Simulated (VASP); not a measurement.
# ZnIr2O4: band structure with TB-mBJ

Crystal: ZnIr2O4.

```
Zn Ir O
1.0
     0.00000    4.31457    4.31457
     4.31457    0.00000    4.31457
     4.31457    4.31457    0.00000
Zn Ir O
2 4 8
Direct
  0.75000 0.75000 0.75000
  0.50000 0.50000 0.50000
  0.12500 0.12500 0.62500
  0.12500 0.62500 0.12500
  0.62500 0.12500 0.12500
  0.12500 0.12500 0.12500
  0.36396 0.36396 0.90811
  0.36396 0.90811 0.36396
  0.90811 0.36396 0.36396
  0.36396 0.36396 0.36396
  0.88604 0.88604 0.34189
  0.88604 0.34189 0.88604
  0.34189 0.88604 0.88604
  0.88604 0.88604 0.88604
```

```yaml
Program: VASP 6.6.1
Task: band structure
Functional: TB-mBJ
Potentials_or_basis: VASP PAW PBE potentials, release 64 (Zn, Ir, O)
Cutoff: 520 eV
k_mesh: 4 × 4 × 4
Occupations: gaussian, width 0.03 eV
Spin: spin-orbit coupling, no magnetisation
Further_INCAR_settings: ALGO = Normal; EDIFF = 1e-06
```

```json
{"Valence electrons inside the program's atomic spheres": "Zn 10.50; Ir 7.84; O 5.26"}
```

It took 59 min on 4 MPI ranks on Intel(R) Xeon(R) Platinum 8488C (Sapphire Rapids), on a shared host, peak memory 1.2 GiB a rank.
